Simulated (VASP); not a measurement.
# Ir2Ru (P-3m1) in VASP: single point with PBE

Aim: the single point of Ir2Ru with PBE.

Everything below comes from runs of VASP 6.6.1. Logs are shortened: lines on timing, memory, paths and dates and some standing lists are left out, and cuts for length are marked.

## 1. The cell of the first run

The structure is trigonal, space group P-3m1 (No. 164). The conventional cell has a = 2.741 Å, b = 2.741 Å, c = 13.173 Å, α = 90.00°, β = 90.00°, γ = 120.00°. Within 3.5 Å of Ru (site symmetry 3m) lie 9 Ru at 2.63 to 2.74 Å and 3 Ir at 2.69 Å. Ir (site symmetry 3m) has 3 Ru at 2.69 Å and 9 Ir at 2.74 to 2.75 Å within 3.5 Å. Within 3.6 Å of Ir (site symmetry 3m) lie 12 Ir at 2.73 to 2.75 Å.

## 2. Single point, PBE

Input file INCAR:

```
SYSTEM = Ir2Ru
PREC = Accurate
ENCUT = 520
EDIFF = 1E-6
ISMEAR = 0
SIGMA = 0.1
LREAL = .FALSE.
LASPH = .TRUE.
NELM = 100
ALGO = Normal
ISIF = 2
LWAVE = .FALSE.
LCHARG = .FALSE.
GGA = PE
NBANDS = 41
```

Input file KPOINTS:

```
regular mesh
0
G
  6 6 2
  0 0 0
```

Input file POSCAR:

```
Ir2Ru
1.0
    2.7410070000      0.0000000000      0.0000000000
   -1.3705035000      2.3737817000      0.0000000000
    0.0000000000      0.0000000000     13.1729028000
Ru Ir
2 4
Direct
    0.6666667000      0.3333333000      0.9205010000
    0.3333333000      0.6666667000      0.0794990000
    0.6666667000      0.3333333000      0.2445200000
    0.6666667000      0.3333333000      0.5846610000
    0.3333333000      0.6666667000      0.7554800000
    0.3333333000      0.6666667000      0.4153390000
```

Potentials or basis: VASP PAW PBE potentials, release 64 (Ru_pv, Ir).

Launch:

```console
$ cat potpaw_PBE.64/Ru_pv/POTCAR potpaw_PBE.64/Ir/POTCAR > POTCAR
$ mpirun -np 1 vasp_std > vasp.out
```

OUTCAR:

```text
SYSTEM = Ir2Ru
   PREC = Accurate
   ENCUT = 520
   EDIFF = 1E-6
   ISMEAR = 0
   LREAL = .FALSE.
   LASPH = .TRUE.
   NELM = 100
   ISIF = 2
   GGA = PE

 ion  position               nearest neighbor table
   1  0.667  0.333  0.921-   2 2.63   2 2.63   2 2.63   5 2.69   5 2.69   5 2.69
   2  0.333  0.667  0.079-   1 2.63   1 2.63   1 2.63   3 2.69   3 2.69   3 2.69
   3  0.667  0.333  0.245-   2 2.69   2 2.69   2 2.69   6 2.75   6 2.75   6 2.75
   4  0.667  0.333  0.585-   6 2.73   6 2.73   6 2.73   5 2.75   5 2.75   5 2.75
   5  0.333  0.667  0.755-   1 2.69   1 2.69   1 2.69   4 2.75   4 2.75   4 2.75
   6  0.333  0.667  0.415-   4 2.73   4 2.73   4 2.73   3 2.75   3 2.75   3 2.75

  LATTYP: Found a hexagonal cell.
 ALAT       =     2.7410070000
 C/A-ratio  =     4.8058625170

  Lattice vectors:

 A1 = (   2.7410070000,   0.0000000000,   0.0000000000)
 A2 = (  -1.3705035000,   2.3737817000,   0.0000000000)
 A3 = (   0.0000000000,   0.0000000000,  13.1729028000)

Analysis of symmetry for initial positions (statically):
=====================================================================
 Subroutine PRICEL returns:
 Original cell was already a primitive cell.

 Routine SETGRP: Setting up the symmetry group for a
 hexagonal supercell.

 Subroutine GETGRP returns: Found 12 space group operations
 (whereof 12 operations were pure point group operations)
 out of a pool of 24 trial point group operations.

The static configuration has the point symmetry D_3d.

Analysis of symmetry for dynamics (positions and initial velocities):
=====================================================================
 Subroutine PRICEL returns:
 Original cell was already a primitive cell.

 Routine SETGRP: Setting up the symmetry group for a
 hexagonal supercell.

 Subroutine GETGRP returns: Found 12 space group operations
 (whereof 12 operations were pure point group operations)
 out of a pool of 24 trial point group operations.

The dynamic configuration has the point symmetry D_3d.

 Subroutine INISYM returns: Found 12 space group operations
 (whereof 12 operations are pure point group operations),
 and found     1 'primitive' translations

----------------------------------------------------------------------------------------

                                     Primitive cell

  volume of cell :      85.7102

  direct lattice vectors                    reciprocal lattice vectors
     2.741007000  0.000000000  0.000000000     0.364829422  0.210634365  0.000000000
    -1.370503500  2.373781700  0.000000000     0.000000000  0.421268729  0.000000000
     0.000000000  0.000000000 13.172902800     0.000000000  0.000000000  0.075913412

  length of vectors
     2.741007000  2.741007005 13.172902800     0.421268730  0.421268729  0.075913412

  position of ions in fractional coordinates (direct lattice)
     0.666666700  0.333333300  0.920501000
     0.333333300  0.666666700  0.079499000
     0.666666700  0.333333300  0.244520000
     0.666666700  0.333333300  0.584661000
     0.333333300  0.666666700  0.755480000
     0.333333300  0.666666700  0.415339000

  ion indices of the primitive-cell ions
   primitive index   ion index
                 1           1
                 2           2
                 3           3
                 4           4
                 5           5
                 6           6

----------------------------------------------------------------------------------------

 KPOINTS: regular mesh

Automatic generation of k-mesh.
 Grid dimensions read from file:
 generate k-points for:    6    6    2

 Generating k-lattice:

  Cartesian coordinates                     Fractional coordinates (reciprocal lattice)
     0.060804904  0.035105727  0.000000000     0.166666667 -0.000000000  0.000000000
     0.000000000  0.070211455  0.000000000     0.000000000  0.166666667  0.000000000
     0.000000000  0.000000000  0.037956706     0.000000000  0.000000000  0.500000000

  Length of vectors
     0.070211455  0.070211455  0.037956706

  Shift w.r.t. Gamma in fractional coordinates (k-lattice)
     0.000000000  0.000000000  0.000000000

 Subroutine IBZKPT returns following result:
 ===========================================

 Found     14 irreducible k-points:

 Following reciprocal coordinates:
            Coordinates               Weight
  0.000000  0.000000  0.000000      1.000000
  0.166667  0.000000  0.000000      6.000000
  0.333333  0.000000  0.000000      6.000000
  0.500000  0.000000  0.000000      3.000000
  0.166667  0.166667  0.000000      6.000000
  0.333333  0.166667  0.000000     12.000000
  0.333333  0.333333  0.000000      2.000000
  0.000000  0.000000  0.500000      1.000000
  0.166667  0.000000  0.500000      6.000000
  0.333333  0.000000  0.500000      6.000000
  0.500000  0.000000  0.500000      3.000000
  0.166667  0.166667  0.500000      6.000000
  0.333333  0.166667  0.500000     12.000000
  0.333333  0.333333  0.500000      2.000000
   k-points           NKPTS =     14   k-points in BZ     NKDIM =     14   number of bands    NBANDS=     41
   number of dos      NEDOS =    301   number of ions     NIONS =      6
   total plane-waves  NPLWV =  39200
   dimension x,y,z NGX =    20 NGY =   20 NGZ =   98
   dimension x,y,z NGXF=    40 NGYF=   40 NGZF=  196
   ions per type =               2   4
   NGX,Y,Z   is equivalent  to a cutoff of  12.13, 12.13, 12.37 a.u.
   NGXF,Y,Z  is equivalent  to a cutoff of  24.26, 24.26, 24.74 a.u.
 SYSTEM =  Ir2Ru
   PREC   = accura    normal or accurate (medium, high low for compatibility)
   ISTART =      0    job   : 0-new  1-cont  2-samecut
   ICHARG =      2    charge: 1-file 2-atom 10-const
   ISPIN  =      1    spin polarized calculation?
   LNONCOLLINEAR =      F non collinear calculations
   LSORBIT =      F    spin-orbit coupling
   LASPH  =      T    aspherical Exc in radial PAW
   ENCUT  =  520.0 eV  38.22 Ry    6.18 a.u.   5.10  5.10 24.49*2*pi/ulx,y,z
   NELM   =    100;   NELMIN=  2; NELMDL= -5     # of ELM steps
   EDIFF  = 0.1E-05   stopping-criterion for ELM
   LREAL  =      F    real-space projection
   EDIFFG = 0.1E-04   stopping-criterion for IOM
   NSW    =      0    number of steps for IOM
   IBRION =     -1    ionic relax: 0-MD 1-quasi-New 2-CG
   NFREE  =      0    steps in history (QN), initial steepest desc. (CG)
   ISIF   =      2    stress and relaxation
   ISYM   =      2    0-nonsym 1-usesym 2-fastsym
   POTIM  = 0.5000    time-step for ionic-motion
   TEBEG  =    0.0;   TEEND  =   0.0 temperature during run
   PSTRESS=    0.0 pullay stress
   NELECT =      64.0000    total number of electrons
   NUPDOWN=      -1.0000    fix difference up-down
   EMIN   =  10.00;   EMAX   =-10.00  energy-range for DOS
   EFERMI =   0.00;   METHOD = LEGACY
   ISMEAR =     0;   SIGMA  =   0.10  broadening in eV -4-tet -1-fermi 0-gaus
   EFERMI_NEDOS =   21; number of points for ismear=-14 and -15
   IALGO  =     38    algorithm
   IMIX   =      4    mixing-type and parameters
     AMIX     =   0.40;   BMIX     =  1.00
     AMIX_MAG =   1.60;   BMIX_MAG =  1.00
  volume/ion in A,a.u.               =      14.29        96.40
  Fermi-wavevector in a.u.,A,eV,Ry     =   1.485220  2.806658 30.012784  2.205877
  Thomas-Fermi vector in A             =   2.598659
   LORBIT       =      0    0 simple, 1 ext, 2 COOP (PROOUT), +10 PAW based schemes
   GGA     = PE    functional components
   LHFCALC =     F    Hartree Fock is set to
   AEXX    =    0.0000 exact exchange contribution
   IVDW    =     0    specifies the selected vdW correction
   LEPSILON=     F    determine dielectric tensor
   LRPA    =     F    only Hartree local field effects (RPA)
 non-spin polarized calculation
 Gauss-broadening in eV      SIGMA  =   0.10
  energy-cutoff  :      520.00
  volume of cell :       85.71
 maximum number of plane-waves:      2340
   NGX = 11   NGY = 11   NGZ = 49

 number of electron      63.9999997 magnetization

 Free energy of the ion-electron system (eV)
  ---------------------------------------------------
  ext. energy  EPLUGINS =         0.00000000
  ---------------------------------------------------
  free energy    TOTEN  =       -53.60401378 eV

  energy without entropy =      -53.57159954  energy(sigma->0) =      -53.58780666

 E-fermi :  10.8102     XC(G=0): -13.8885

 val. band max:       10.7667568801   @ k =   0.1667   0.1667   0.0000
 cond. band min:      10.8488181835   @ k =   0.3333   0.0000   0.0000
 fundamental gap:      0.0820613035
 Fermi energy:        10.8101673834

 k-point     1 :       0.0000    0.0000    0.0000
  band No.  band energies     occupation
      1     -32.8197      2.00000
      2     -32.2170      2.00000
      3     -32.1071      2.00000
      4     -32.1071      2.00000
      5     -32.0067      2.00000
      6     -32.0067      2.00000
[... 33 lines left out ...]
     40      11.2186      0.00000
     41      11.5957      0.00000

 k-point     2 :       0.1667    0.0000    0.0000
  band No.  band energies     occupation
      1     -32.7756      2.00000
      2     -32.3447      2.00000
      3     -32.1703      2.00000
      4     -32.1560      2.00000
      5     -32.1462      2.00000
      6     -32.0363      2.00000
[... 33 lines left out ...]
     40      12.4077      0.00000
     41      12.4321      0.00000

 k-point     3 :       0.3333    0.0000    0.0000
  band No.  band energies     occupation
      1     -32.7340      2.00000
      2     -32.6509      2.00000
      3     -32.3962      2.00000
      4     -32.2489      2.00000
      5     -32.2107      2.00000
      6     -32.0987      2.00000
[... 435 lines left out ...]
      2     -32.7070      2.00000
      3     -32.4492      2.00000
      4     -32.3472      2.00000
      5     -32.2415      2.00000
      6     -32.1991      2.00000
[... 33 lines left out ...]
     40      14.6787      0.00000
     41      17.2261      0.00000

 k-point    14 :       0.3333    0.3333    0.5000
  band No.  band energies     occupation
      1     -32.6587      2.00000
      2     -32.6587      2.00000
      3     -32.6128      2.00000
      4     -32.4055      2.00000
      5     -32.2700      2.00000
      6     -32.2700      2.00000
[... 33 lines left out ...]
     40      16.6559      0.00000
     41      17.7489      0.00000

------------------------ aborting loop because EDIFF is reached ----------------------------------------

  FORCE on cell =-STRESS in cart. coord.  units (eV):
  Direction    XX          YY          ZZ          XY          YZ          ZX
  --------------------------------------------------------------------------------------
  -------------------------------------------------------------------------------------
  Total        2.0605650      2.0605650     -2.3378614     -0.0000000      0.0000000      0.0000000
  in kB       38.5180671     38.5180673    -43.7015589     -0.0000000      0.0000000      0.0000000
  external PRESSURE =      11.1115252 kB  Pullay stress =       0.0000000 kB

 VOLUME and BASIS-vectors are now :
 -----------------------------------------------------------------------------
  energy-cutoff  :      520.00
  volume of cell :       85.71
      direct lattice vectors                 reciprocal lattice vectors
     2.741007000  0.000000000  0.000000000     0.364829422  0.210634365  0.000000000
    -1.370503500  2.373781700  0.000000000     0.000000000  0.421268729  0.000000000
     0.000000000  0.000000000 13.172902800     0.000000000  0.000000000  0.075913412

 POSITION                                       TOTAL-FORCE (eV/Angst)
 -----------------------------------------------------------------------------------
      1.37050      0.79126     12.12567        -0.000000     -0.000000     -0.122112
     -0.00000      1.58252      1.04723         0.000000      0.000000      0.122112
      1.37050      0.79126      3.22104         0.000000     -0.000000     -0.003139
      1.37050      0.79126      7.70168         0.000000      0.000000      0.072172
     -0.00000      1.58252      9.95186         0.000000      0.000000      0.003139
     -0.00000      1.58252      5.47122         0.000000     -0.000000     -0.072172
 -----------------------------------------------------------------------------------
    total drift:                               -0.000000     -0.000000      0.000000

  FREE ENERGIE OF THE ION-ELECTRON SYSTEM (eV)
  ---------------------------------------------------
  free  energy   TOTEN  =       -53.6040137808 eV

  energy  without entropy=      -53.5715995396  energy(sigma->0) =      -53.58780666
```

Run time: 2.2 min. Hardware: 1 thread of AMD EPYC 7R43 (Zen 3), shared host; peak memory 0.17 GiB.

What came out:

| Item | Value |
| --- | --- |
| Free energy | -53.6040 eV |
| Pressure | 1.1 GPa |
| Largest force | 0.122 eV/Å |
| Band gap on the k mesh | zero (band 32 reaches 11.94 eV, above the bottom of band 33 at 9.32 eV) |

Forces on the atoms (eV/Å):
```
Ru   0.000  0.000 -0.122
Ru   0.000  0.000  0.122
Ir   0.000  0.000 -0.003
Ir   0.000  0.000  0.072
Ir   0.000  0.000  0.003
Ir   0.000  0.000 -0.072
```

Stress tensor (GPa, compression positive):
```
 3.85  0.00  0.00
 0.00  3.85  0.00
 0.00  0.00 -4.37
```

Caveat: the k points lie up to 0.44 Å⁻¹ apart; spin-orbit coupling is left out, which moves the levels of the heavy elements.
